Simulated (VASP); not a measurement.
## TiAl3 (sol): relaxation of cell and atoms with PBEsol

The system is TiAl3 (sol).

```
Ti Al
1.0
     3.95567    0.00000    0.00000
     0.00000    3.95567    0.00000
     0.00000    0.00000    3.95567
Ti Al
1 3
Direct
  0.00000 0.00000 0.00000
  0.50000 0.50000 0.00000
  0.50000 0.00000 0.50000
  0.00000 0.50000 0.50000
```

```yaml
Program: VASP 6.6.1
Task: relaxation of cell and atoms
Functional: PBEsol
Potentials_or_basis: VASP PAW PBE potentials, release 64 (Ti_sv, Al)
Cutoff: 600 eV
k_mesh: 10 × 10 × 10
Occupations: gaussian, width 0.1 eV
Spin: no spin polarisation
Dipole_correction: no
Further_INCAR_settings: ALGO = Normal; EDIFF = 1e-07; IBRION = 2; EDIFFG = -0.002; NSW = 100; ISIF = 3
```

The relaxed volume is 15.40 Å³/atom. The relaxed cell is a = 3.950 Å, b = 3.950 Å, c = 3.950 Å, α = 90.00°, β = 90.00°, γ = 90.00°, the space group after relaxing (to 0.05 Å) is Pm-3m (No. 221) and the energy gained by relaxing is 0.1 meV/atom. The ionic steps are 3 and the pressure after relaxing is 0.0 GPa.

Step by step:
```csv
step,energy change (eV),largest force (eV/Å),pressure (GPa),volume (Å³)
1,0.0000,0.0000,-0.51,61.90
2,-0.0003,0.0000,0.28,61.45
3,-0.0005,0.0000,0.01,61.61
```

Final structure:
```cif
data_structure
_symmetry_space_group_name_H-M 'P 1'
_symmetry_Int_Tables_number 1
_cell_length_a 3.9495
_cell_length_b 3.9495
_cell_length_c 3.9495
_cell_angle_alpha 90.000
_cell_angle_beta 90.000
_cell_angle_gamma 90.000
_cell_volume 61.61
loop_
_atom_site_label
_atom_site_type_symbol
_atom_site_fract_x
_atom_site_fract_y
_atom_site_fract_z
_atom_site_occupancy
Ti1 Ti 0.00000 0.00000 0.00000 1
Al1 Al 0.50000 0.50000 0.00000 1
Al2 Al 0.50000 0.00000 0.50000 1
Al3 Al 0.00000 0.50000 0.50000 1
```

Levels at points of the mesh, in eV from the Fermi level:
```
           k point  band 6  band 7  band 8  band 9  band 10  band 11  band 12  band 13  band 14
(0.00, 0.00, 0.00)   -3.14   -3.14   -2.19   -2.19    -2.19     0.13     0.13     0.13     0.66
(0.50, 0.00, 0.00)   -8.05   -2.30   -2.30   -2.24     0.38     0.72     0.72     0.92     0.97
(0.50, 0.50, 0.00)   -6.17   -6.17   -5.09   -1.29    -1.29     0.60     0.85     1.07     1.12
(0.50, 0.50, 0.50)   -5.19   -5.19   -5.04   -3.54    -3.54    -3.54     0.16     1.18     1.18
```

Run time: 42 s on 1 thread of Intel(R) Xeon(R) 6975P-C (Granite Rapids) (shared host), peak memory 0.22 GiB.

Caveat: the PAW data sets were made with another functional, which shifts forces and pressure a little.
